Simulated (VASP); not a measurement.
Here is a VASP 6.6.1 calculation.

File INCAR:

```
PREC = Accurate
ENCUT = 500
EDIFF = 1E-6
ISMEAR = 0
SIGMA = 0.1
LREAL = F
LASPH = T
NELM = 200
ALGO = Normal
ISIF = 2
LWAVE = F
LCHARG = T
GGA = PE
LELF = T
LVHAR = T
NBANDS = 38
GGA_COMPAT = F
LMAXMIX = 6
```

Contents of KPOINTS:

```
regular mesh
0
Gamma
  4 4 2
```

POSCAR

```
SmSi4
1.0
    5.1340847907      0.0000000000      0.0000000000
   -2.1910904457      4.7124530317      0.0000000000
   -1.4052895883     -0.7330160610      9.1395546114
Sm Si
2 8
Direct
    0.8113380758      0.7753690077      0.9207370863
    0.3459983008      0.4900344245      0.4832989403
    0.7684321090      0.8778658791      0.2669613745
    0.2139276129      0.3258444187      0.7923336045
    0.1276652481      0.4215465900      0.0301703918
    0.6713425077      0.1085027592      0.4618248923
    0.4368477723      0.9318461329      0.0641270698
    0.8743683696      0.4737475074      0.6599094317
    0.2494154672      0.1518995095      0.2124433985
    0.0006645368      0.9433437710      0.6081938101
```

Potentials or basis: VASP PAW PBE potentials, release 64 (Sm_3, Si), 4f in core.

Run with:

```console
$ cat potpaw_PBE.64/Sm_3/POTCAR potpaw_PBE.64/Si/POTCAR > POTCAR
$ mpirun -np 1 vasp_std > vasp.out
```

Task: What does it give for the pressure?

Result: 0.1 GPa.

Task: Predict the largest force.

Result: 0.055 eV/Å.

Task: What does it give for the band gap on the k mesh?

Result: Zero (bands 27 and 28 overlap by 0.58 eV).

Stress tensor (GPa, compression positive):
```
 0.06 -0.07 -0.17
-0.07 -0.05  0.04
-0.17  0.04  0.23
```

Caveat: spin-orbit coupling is left out, which moves the levels of the heavy elements; the 4f electrons are frozen in the core, so they carry no moment and show no levels. Spin polarisation is off, so any magnetic state and its effect on volume and gap are missing.
